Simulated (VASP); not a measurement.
Wanted: the native input for a VASP 6.6.1 run.

```yaml
Task: single point
Functional: PBEsol
Potentials_or_basis: VASP PAW PBE potentials, release 64 (Si)
Cutoff: 520 eV
k_mesh: 8 × 8 × 1
Occupations: gaussian, width 0.05 eV
Spin: collinear spin
Starting_moments: "[0.0, 0.0, 0.0, 0.0, 0.0, 0.0, 2.0] μB"
Dipole_correction: yes
Further_INCAR_settings: ALGO = Normal; EDIFF = 1e-06; NBANDS = 27; ISYM = 0
```

The structure of Si lies in POSCAR:

```
Si
1.0
    3.8417168278      0.0000000000      0.0000000000
    0.0000000000      3.8417168278      0.0000000000
    0.0000000000      0.0000000000     25.7912600509
Si
7
Direct
    0.0000000000      0.5000000000      0.3295690084
    0.0000000000      0.0000000000      0.3822322752
    0.5000000000      0.0000000000      0.4348955421
    0.5000000000      0.5000000000      0.4874067683
    0.0000000000      0.5000000000      0.5399330969
    0.0000000000      0.0000000000      0.5925028946
    0.5000000000      0.0000000000      0.6442621615
```

These files were run (other wordings do the same):

INCAR

```
PREC = Accurate ; ENCUT = 520
EDIFF = 1E-6 ; ISMEAR = 0
SIGMA = 0.05 ; LREAL = False
LASPH = True ; NELM = 150
ALGO = Normal ; ISIF = 2
LWAVE = False ; LCHARG = False
ISPIN = 2 ; MAGMOM = 0 0 0 0 0 0 2
LORBIT = 11 ; LDIPOL = True
IDIPOL = 3 ; DIPOL = 0.5 0.5 0.487
GGA = PS ; ISYM = 0
NBANDS = 27
```

KPOINTS

```
Automatic mesh
0
Gamma
  8 8 1
```

Potentials or basis: VASP PAW PBE potentials, release 64 (Si).

Command:

```sh
$ cat potpaw_PBE.64/Si/POTCAR > POTCAR
$ mpirun -np 1 vasp_std > vasp.out
```

It gave:

```json
{
  "Largest force": "0.139 eV/Å",
  "Net moment": "0.21 μB per cell",
  "Site moments": "Si +0.03, +0.01, +0.00, +0.02 (each value once) μB",
  "Valence electrons inside the program's atomic spheres": "Si 1.58, 1.68, 1.67, 1.69 (each value once)"
}
```

Caveat: the PAW data sets were made with another functional, which shifts forces and pressure a little.

It took 28 min on 1 thread of Oxide Virtual Turin-like Processor (shared host), peak memory 0.81 GiB.
